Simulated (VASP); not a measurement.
The system is LiH.

```
Li H
1.0
     0.00000    2.00299    2.00299
     2.00299    0.00000    2.00299
     2.00299    2.00299    0.00000
Li H
1 1
Direct
  0.00000 0.00000 0.00000
  0.50000 0.50000 0.50000
```

Program: VASP 6.6.1. Alike in all runs: task single point; no spin polarisation; cell as given; cutoff (eV) 520.

Question: Order these runs on this cell by their band gap on the k mesh, lowest first.
A. level PBE-based screened hybrid with 30 % exact exchange; potentials or basis VASP PAW PBE potentials, release 64 (Li_sv, H); k mesh 6 × 6 × 6; smearing gaussian 0.01 eV; grid for exact exchange (PRECFOCK) Normal; share of exact exchange 0.3; screening parameter 0.2078 1/Å
B. level HSE06; potentials or basis VASP PAW PBE potentials, release 64 (Li_sv, H); k mesh 6 × 6 × 6; smearing gaussian 0.01 eV; grid for exact exchange (PRECFOCK) Normal; share of exact exchange 0.25; screening parameter 0.2079 1/Å
C. level PBE-based screened hybrid with 75 % exact exchange; potentials or basis VASP PAW PBE potentials, release 64 (Li_sv, H); k mesh 6 × 6 × 6; smearing gaussian 0.01 eV; grid for exact exchange (PRECFOCK) Normal; share of exact exchange 0.75; screening parameter 0.3 1/Å
D. level LDA; potentials or basis VASP PAW LDA potentials, release 64 (Li_sv, H); k mesh 8 × 8 × 8; smearing gaussian 0.01 eV
E. level r2SCAN; potentials or basis VASP PAW PBE potentials, release 64 (Li_sv, H); k mesh 8 × 8 × 8; smearing methfessel-paxton 0.05 eV

Answer: D (2.60 eV), E (3.58 eV), B (3.97 eV), A (4.18 eV), C (5.50 eV).

Caveats: some runs use coarse meshes.

A k mesh can miss the band edges.
